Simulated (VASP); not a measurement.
Input of a VASP 6.6.1 run:

Contents of INCAR:

```
SYSTEM = Ru
PREC = Accurate ; ENCUT = 520
EDIFF = 1E-6 ; ISMEAR = -1
SIGMA = 0.08 ; LREAL = .False.
LASPH = .True. ; NELM = 60
ALGO = Normal ; ISIF = 2
LWAVE = .False. ; LCHARG = .False.
GGA = PE ; NBANDS = 21
```

Contents of KPOINTS:

```
regular mesh
0
Gamma
  18 18 10
  0 0 0
```

File POSCAR:

```
Ru
1.0
    2.4970391229      0.0000000000      0.0000000000
   -1.2485195615      2.1624993146      0.0000000000
    0.0000000000      0.0000000000      3.9782100822
Ru
2
Direct
    0.3333333333      0.6666666667      0.2500000000
    0.6666666667      0.3333333333      0.7500000000
```

Potentials or basis: VASP PAW PBE potentials, release 64 (Ru_pv).

Run with:

```bash
$ cat potpaw_PBE.64/Ru_pv/POTCAR > POTCAR
$ mpirun -np 1 vasp_std > vasp.out
```

Q: Estimate the band gap on the k mesh.

A: Zero (band 14 reaches 19.79 eV, above the bottom of band 15 at 15.28 eV).

Q: What does it give for the pressure?

A: 140.3 GPa.

Stress tensor (GPa, compression positive):
```
140.27   0.00   0.00
  0.00 140.27   0.00
  0.00   0.00 140.45
```
